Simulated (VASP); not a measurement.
# NaCl (Pm-3m) in VASP: a series of runs

Runs on NaCl. Level: r2SCAN+rVV10. Tasks: single point, relaxation of cell and atoms.

All numbers are computed with VASP 6.6.1; they aren't measurements. Logs are shortened: lines on timing, memory, paths and dates and some standing lists are left out, and cuts for length are marked.

## Step 1: The cell of the first run

The structure is cubic, space group Pm-3m (No. 221). Conventional cell: a = 3.436 Å, b = 3.436 Å, c = 3.436 Å, α = 90.00°, β = 90.00°, γ = 90.00°. Within 3.9 Å of Na (site symmetry m-3m) lie 8 Cl at 2.98 Å and 6 Na at 3.44 Å. Within 3.9 Å of Cl (site symmetry m-3m) lie 8 Na at 2.98 Å and 6 Cl at 3.44 Å.

## Step 2: Single point, r2SCAN+rVV10

POSCAR

```
NaCl
1.0
    3.4356424439      0.0000000000      0.0000000000
    0.0000000000      3.4356424439      0.0000000000
    0.0000000000      0.0000000000      3.4356424439
Na Cl
1 1
Direct
    0.0000000000      0.0000000000      0.0000000000
    0.5000000000      0.5000000000      0.5000000000
```

INCAR.step1

```
SYSTEM = NaCl
PREC = Accurate
ENCUT = 520
ISMEAR = -1
SIGMA = 0.03
LREAL = .False.
LASPH = .True.
NELM = 60
NBANDS = 14
GGA = PE
ALGO = Normal
EDIFF = 1E-4
LWAVE = .True.
LCHARG = .False.
```

INCAR.step2

```
SYSTEM = NaCl
PREC = Accurate
ENCUT = 520
EDIFF = 1E-7
ISMEAR = -1
SIGMA = 0.03
LREAL = .False.
LASPH = .True.
NELM = 60
ALGO = Normal
ISIF = 2
LWAVE = .False.
LCHARG = .False.
METAGGA = R2SCAN
LMIXTAU = .True.
LUSE_VDW = .True.
IVDW_NL = 2
BPARAM = 11.95
CPARAM = 0.0093
NBANDS = 14
ISTART = 1
```

KPOINTS

```
regular mesh
0
Gamma
  6 6 6
  0 0 0
```

Potentials or basis: VASP PAW PBE potentials, release 64 (Na_pv, Cl).

Started as:

```console
$ cat potpaw_PBE.64/Na_pv/POTCAR potpaw_PBE.64/Cl/POTCAR > POTCAR
$ cp INCAR.step1 INCAR
$ mpirun -np 1 vasp_std > vasp.out
$ cp INCAR.step2 INCAR
$ mpirun -np 1 vasp_std > vasp.out
```

OUTCAR:

```text
SYSTEM = NaCl
   PREC = Accurate
   ENCUT = 520
   EDIFF = 1E-7
   ISMEAR = -1
   LREAL = .False.
   LASPH = .True.
   NELM = 60
   ISIF = 2
   METAGGA = R2SCAN
   IVDW_NL = 2
   BPARAM = 11.95
   ISTART = 1

 ion  position               nearest neighbor table
   1  0.000  0.000  0.000-
   2  0.500  0.500  0.500-

  LATTYP: Found a simple cubic cell.
 ALAT       =     3.4356424439

  Lattice vectors:

 A1 = (   3.4356424439,   0.0000000000,   0.0000000000)
 A2 = (   0.0000000000,   3.4356424439,   0.0000000000)
 A3 = (   0.0000000000,   0.0000000000,   3.4356424439)

Analysis of symmetry for initial positions (statically):
=====================================================================
 Subroutine PRICEL returns:
 Original cell was already a primitive cell.

 Routine SETGRP: Setting up the symmetry group for a
 simple cubic supercell.

 Subroutine GETGRP returns: Found 48 space group operations
 (whereof 48 operations were pure point group operations)
 out of a pool of 48 trial point group operations.

The static configuration has the point symmetry O_h .

Analysis of symmetry for dynamics (positions and initial velocities):
=====================================================================
 Subroutine PRICEL returns:
 Original cell was already a primitive cell.

 Routine SETGRP: Setting up the symmetry group for a
 simple cubic supercell.

 Subroutine GETGRP returns: Found 48 space group operations
 (whereof 48 operations were pure point group operations)
 out of a pool of 48 trial point group operations.

The dynamic configuration has the point symmetry O_h .

 Subroutine INISYM returns: Found 48 space group operations
 (whereof 48 operations are pure point group operations),
 and found     1 'primitive' translations

----------------------------------------------------------------------------------------

                                     Primitive cell

  volume of cell :      40.5531

  direct lattice vectors                    reciprocal lattice vectors
     3.435642444  0.000000000  0.000000000     0.291066377  0.000000000  0.000000000
     0.000000000  3.435642444  0.000000000     0.000000000  0.291066377  0.000000000
     0.000000000  0.000000000  3.435642444     0.000000000  0.000000000  0.291066377

  length of vectors
     3.435642444  3.435642444  3.435642444     0.291066377  0.291066377  0.291066377

  position of ions in fractional coordinates (direct lattice)
     0.000000000  0.000000000  0.000000000
     0.500000000  0.500000000  0.500000000
[... 82 lines left out ...]
   PSTRESS=    0.0 pullay stress
   NELECT =      14.0000    total number of electrons
   NUPDOWN=      -1.0000    fix difference up-down
   EMIN   =  10.00;   EMAX   =-10.00  energy-range for DOS
   EFERMI =   0.00;   METHOD = LEGACY
   ISMEAR =    -1;   SIGMA  =   0.03  broadening in eV -4-tet -1-fermi 0-gaus
   EFERMI_NEDOS =   21; number of points for ismear=-14 and -15
   IALGO  =     38    algorithm
   IMIX   =      4    mixing-type and parameters
     AMIX     =   0.40;   BMIX     =  1.00
     AMIX_MAG =   1.60;   BMIX_MAG =  1.00
  volume/ion in A,a.u.               =      20.28       136.83
  Fermi-wavevector in a.u.,A,eV,Ry     =   1.148443  2.170243 17.945023  1.318922
  Thomas-Fermi vector in A             =   2.285118
   LORBIT       =      0    0 simple, 1 ext, 2 COOP (PROOUT), +10 PAW based schemes
   METAGGA = R2SCAN    functional components
   LHFCALC =     F    Hartree Fock is set to
   AEXX    =    0.0000 exact exchange contribution
   IVDW_NL    =     2    kernel type
   BPARAM     =11.9500
   IVDW    =     0    specifies the selected vdW correction
   LEPSILON=     F    determine dielectric tensor
   LRPA    =     F    only Hartree local field effects (RPA)
 non-spin polarized calculation
  energy-cutoff  :      520.00
  volume of cell :       40.55
 maximum number of plane-waves:      1108
 NGX is ok and might be reduce to    28
   NGX = 13   NGY = 13   NGZ = 13

 number of electron      14.0000010 magnetization

 Free energy of the ion-electron system (eV)
  ---------------------------------------------------
  ext. energy  EPLUGINS =         0.00000000
  ---------------------------------------------------
  free energy    TOTEN  =       -13.00987360 eV

  energy without entropy =      -13.00987360  energy(sigma->0) =      -13.00987360

 E-fermi :   1.1803     XC(G=0):  -9.2321

 val. band max:        0.4447682756   @ k =   0.5000   0.5000   0.0000
 cond. band min:       5.4002805183   @ k =   0.0000   0.0000   0.0000
 fundamental gap:      4.9555122427
 Fermi energy:         1.1802791372

 k-point     1 :       0.0000    0.0000    0.0000
  band No.  band energies     occupation
      1     -22.2891      2.00000
      2     -22.2891      2.00000
      3     -22.2891      2.00000
      4     -13.7370      2.00000
      5      -0.1131      2.00000
      6      -0.1131      2.00000
      7      -0.1131      2.00000
      8       5.4003      0.00000
      9       9.4967      0.00000
     10       9.4967      0.00000
     11      17.3042      0.00000
     12      17.3042      0.00000
     13      17.3042      0.00000
     14      17.9119      0.00000
[... 309 lines left out ...]
      1     -22.3193      2.00000
      2     -22.3193      2.00000
      3     -22.3193      2.00000
      4     -12.6618      2.00000
      5      -1.6496      2.00000
      6      -1.6496      2.00000
      7      -1.6496      2.00000
      8       8.1255      0.00000
      9       8.1255      0.00000
     10       8.1255      0.00000
     11      13.8479      0.00000
     12      17.9507      0.00000
     13      17.9507      0.00000
     14      17.9507      0.00000

------------------------ aborting loop because EDIFF is reached ----------------------------------------

  FORCE on cell =-STRESS in cart. coord.  units (eV):
  Direction    XX          YY          ZZ          XY          YZ          ZX
  --------------------------------------------------------------------------------------
  -------------------------------------------------------------------------------------
  Total       -0.0668029     -0.0668029     -0.0668029      0.0000000      0.0000000      0.0000000
  in kB       -2.6392586     -2.6392586     -2.6392586      0.0000000      0.0000000      0.0000000
  external PRESSURE =      -2.6392586 kB  Pullay stress =       0.0000000 kB

 VOLUME and BASIS-vectors are now :
 -----------------------------------------------------------------------------
  energy-cutoff  :      520.00
  volume of cell :       40.55
      direct lattice vectors                 reciprocal lattice vectors
     3.435642444  0.000000000  0.000000000     0.291066377  0.000000000  0.000000000
     0.000000000  3.435642444  0.000000000     0.000000000  0.291066377  0.000000000
     0.000000000  0.000000000  3.435642444     0.000000000  0.000000000  0.291066377

 POSITION                                       TOTAL-FORCE (eV/Angst)
 -----------------------------------------------------------------------------------
      0.00000      0.00000      0.00000         0.000000      0.000000      0.000000
      1.71782      1.71782      1.71782         0.000000      0.000000      0.000000
 -----------------------------------------------------------------------------------
    total drift:                               -0.000000      0.000000      0.000000

  FREE ENERGIE OF THE ION-ELECTRON SYSTEM (eV)
  ---------------------------------------------------
  free  energy   TOTEN  =       -13.0098736020 eV

  energy  without entropy=      -13.0098736020  energy(sigma->0) =      -13.00987360
```

OSZICAR.step1:

```text
N       E                     dE             d eps       ncg     rms          rms(c)
DAV:   1     0.101811814330E+03    0.10181E+03   -0.70255E+03   566   0.103E+03
DAV:   2     0.108608255742E+01   -0.10073E+03   -0.92493E+02   614   0.283E+02
DAV:   3    -0.657195392556E+01   -0.76580E+01   -0.75976E+01   710   0.716E+01
DAV:   4    -0.669566547813E+01   -0.12371E+00   -0.12365E+00   644   0.972E+00
DAV:   5    -0.669818224005E+01   -0.25168E-02   -0.25167E-02   748   0.141E+00    0.238E+00
DAV:   6    -0.648335126698E+01    0.21483E+00   -0.28587E-01   716   0.342E+00    0.169E+00
DAV:   7    -0.645455291860E+01    0.28798E-01   -0.90804E-02   766   0.186E+00    0.116E+00
DAV:   8    -0.645469107220E+01   -0.13815E-03   -0.10356E-02   596   0.941E-01    0.435E-01
DAV:   9    -0.645445269658E+01    0.23838E-03   -0.46816E-04   698   0.164E-01    0.185E-01
DAV:  10    -0.645451600458E+01   -0.63308E-04   -0.20491E-04   638   0.112E-01
   1 F= -.64545160E+01 E0= -.64545160E+01  d E =-.752495E-12
```

Run time: 77 s. Hardware: 1 thread of Intel Xeon Platinum 8259CL at 2.50GHz (Skylake/Cascade Lake), shared host; peak memory 0.25 GiB.

Results:

| Item | Value |
| --- | --- |
| Free energy | -13.0099 eV |
| Pressure | -0.3 GPa |
| Band gap on the k mesh | 4.96 eV (least direct gap 5.51 eV) |

Caveat: the PAW data sets were made with another functional, which shifts forces and pressure a little.

## Step 3: Relaxation of cell and atoms, r2SCAN+rVV10

This run uses another cell than the first one, of 20.48 Å³/atom.

POSCAR

```
NaCl
1.0
    3.4469472637      0.0000000000      0.0000000000
    0.0000000000      3.4469472637      0.0000000000
    0.0000000000      0.0000000000      3.4469472637
Na Cl
1 1
Direct
    0.0000000000      0.0000000000      0.0000000000
    0.5000000000      0.5000000000      0.5000000000
```

INCAR.step1

```
PREC     = Accurate       # precision mode
ENCUT    = 600            # plane-wave cutoff, eV
ISMEAR   = -1             # smearing method
SIGMA    = 0.03           # smearing width, eV
LREAL    = F              # projectors in reciprocal space
LASPH    = T              # aspherical terms in the spheres
NELM     = 80             # most SCF steps
GGA      = PE             # functional
ALGO     = Normal         # electronic algorithm
EDIFF    = 1E-4           # SCF threshold, eV
LWAVE    = T              # write WAVECAR
LCHARG   = F              # write CHGCAR
```

INCAR.step2

```
PREC     = Accurate       # precision mode
ENCUT    = 600            # plane-wave cutoff, eV
EDIFF    = 1E-7           # SCF threshold, eV
ISMEAR   = -1             # smearing method
SIGMA    = 0.03           # smearing width, eV
LREAL    = F              # projectors in reciprocal space
LASPH    = T              # aspherical terms in the spheres
NELM     = 80             # most SCF steps
ALGO     = Normal         # electronic algorithm
ISIF     = 3              # what is computed and relaxed
LWAVE    = F              # write WAVECAR
LCHARG   = F              # write CHGCAR
METAGGA  = R2SCAN         # meta-GGA
LMIXTAU  = T            
LUSE_VDW = T            
IVDW_NL  = 2            
BPARAM   = 11.95        
CPARAM   = 0.0093       
IBRION   = 2              # ionic algorithm
NSW      = 100            # ionic steps
EDIFFG   = -0.01          # ionic threshold
ISTART   = 1
```

KPOINTS

```
Automatic mesh
0
Gamma
  6 6 6
```

Potentials or basis: VASP PAW PBE potentials, release 64 (Na_pv, Cl).

Started as:

```console
$ cat potpaw_PBE.64/Na_pv/POTCAR potpaw_PBE.64/Cl/POTCAR > POTCAR
$ cp INCAR.step1 INCAR
$ mpirun -np 1 vasp_std > vasp.out
$ cp INCAR.step2 INCAR
$ mpirun -np 1 vasp_std > vasp.out
```

Wall time 4.6 min (1 thread of Intel Xeon Platinum 8259CL at 2.50GHz (Skylake/Cascade Lake), shared host); peak memory 0.26 GiB.

The run converged. Its results:

```
Free energy                           : -13.0118 eV
Relaxed volume                        : 20.13 Å³/atom
Relaxed cell                          : a = 3.427 Å, b = 3.427 Å, c = 3.427 Å, α = 90.00°, β = 90.00°, γ = 90.00°
Space group after relaxing (to 0.1 Å) : Pm-3m (No. 221)
Energy gained by relaxing             : 0.7 meV/atom
Ionic steps                           : 5
Pressure after relaxing               : 0.0 GPa
Band gap on the k mesh                : 4.98 eV (least direct gap 5.55 eV)
```

Step by step:
```tsv
step	energy change (eV)	largest force (eV/Å)	pressure (GPa)	volume (Å³)
1	0.0000	0.0000	-0.59	40.95
2	-0.0012	0.0000	-0.22	40.51
3	-0.0014	0.0000	-0.09	40.36
4	-0.0014	0.0000	0.19	40.06
5	-0.0015	0.0000	0.00	40.26
```

Final structure:
```cif
data_structure
_symmetry_space_group_name_H-M 'P 1'
_symmetry_Int_Tables_number 1
_cell_length_a 3.4273
_cell_length_b 3.4273
_cell_length_c 3.4273
_cell_angle_alpha 90.000
_cell_angle_beta 90.000
_cell_angle_gamma 90.000
_cell_volume 40.26
loop_
_atom_site_label
_atom_site_type_symbol
_atom_site_fract_x
_atom_site_fract_y
_atom_site_fract_z
_atom_site_occupancy
Na1 Na 0.00000 0.00000 0.00000 1
Cl1 Cl 0.50000 0.50000 0.50000 1
```

Levels at points of the mesh, in eV from the valence-band top:
```tsv
k point	band 3	band 4	band 5	band 6	band 7	band 8	band 9	band 10	band 11
(0.00, 0.00, 0.00)	-22.73	-14.21	-0.56	-0.56	-0.56	4.98	9.04	9.04	16.88
(0.50, 0.00, 0.00)	-22.73	-13.77	-3.28	-0.30	-0.30	7.85	9.94	11.19	12.75
(0.50, 0.50, 0.00)	-22.72	-13.45	-2.56	-2.56	0.00	6.16	10.74	12.32	12.32
(0.50, 0.50, 0.50)	-22.76	-13.11	-2.12	-2.12	-2.12	7.68	7.68	7.68	13.46
```

Caveat: the PAW data sets were made with another functional, which shifts forces and pressure a little. A k mesh can miss the band edges.
